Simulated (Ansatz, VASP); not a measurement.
Two plane-wave programs on Re

```
CELL_PARAMETERS angstrom
0.00000 1.97500 1.97500
1.97500 0.00000 1.97500
1.97500 1.97500 0.00000
ATOMIC_POSITIONS crystal
Re 0.00000 0.00000 0.00000
```

Alike in both runs: functional r2SCAN; k mesh 12 × 12 × 12; occupations fermi-dirac, width 0.05 eV; no spin polarisation.

```csv
,VASP,Ansatz
version,VASP 6.6.1,Ansatz 0.2.0
potentials or method,"VASP PAW PBE potentials, release 64 (Re)",Ansatz PAW
plane-wave cutoff (eV),520,500
valence electrons in the cell,7,15
task,single point,band structure
```

```csv
,VASP,Ansatz,Ansatz less VASP
gap on the k mesh at the Fermi level (eV),none,none,-
pressure (GPa),-15.6,-15.3,+0.32
```

VASP's potentials were made for PBE, not for r2SCAN. A gap of «none» marks a metal or a gap that the smearing closes. With one functional, cell and mesh, what is left measures potentials, basis and numerics. VASP's potentials hold 7 valence electrons a cell and Ansatz's 15, so a difference there can come from the potentials and not from the codes.

Spin-orbit coupling is off throughout.
